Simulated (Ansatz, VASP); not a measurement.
# Si: VASP beside Ansatz

```
Si
1.0
     3.95400    0.00000    0.00000
    -1.97700    3.42426    0.00000
     0.00000    0.00000   28.00000
Si
2
Direct
  0.33333 0.66667 0.51275
  0.66667 0.33333 0.48725
```

Alike in both runs: task single point; functional LDA; k mesh 15 × 15 × 1; occupations gaussian, width 0.1 eV; no spin polarisation.

|  | VASP | Ansatz |
| --- | --- | --- |
| version | VASP 6.6.1 | Ansatz 0.2.0 |
| potentials or method | VASP PAW LDA potentials, release 64 (Si), cutoff 520 eV | scalar-relativistic, plane waves, PAW |
| valence electrons in the cell | 8 | 8 |

```tsv
	VASP	Ansatz	Ansatz less VASP
gap on the k mesh at the Fermi level (eV)	none	none	-
rms of the force components (eV/Å)	0.614	0.611	-0.0028
work function, face that differs most (eV)	4.84	4.83	-0.012
```

Ansatz warns that its potentials were made for another functional, while VASP's fit it. LDA's correlation is that of Perdew and Zunger in VASP and of Perdew and Wang (1992) in Ansatz. Atom by atom the forces differ by 0.003 eV/Å (rms over components). A gap of «none» marks a metal or a gap that the smearing closes.
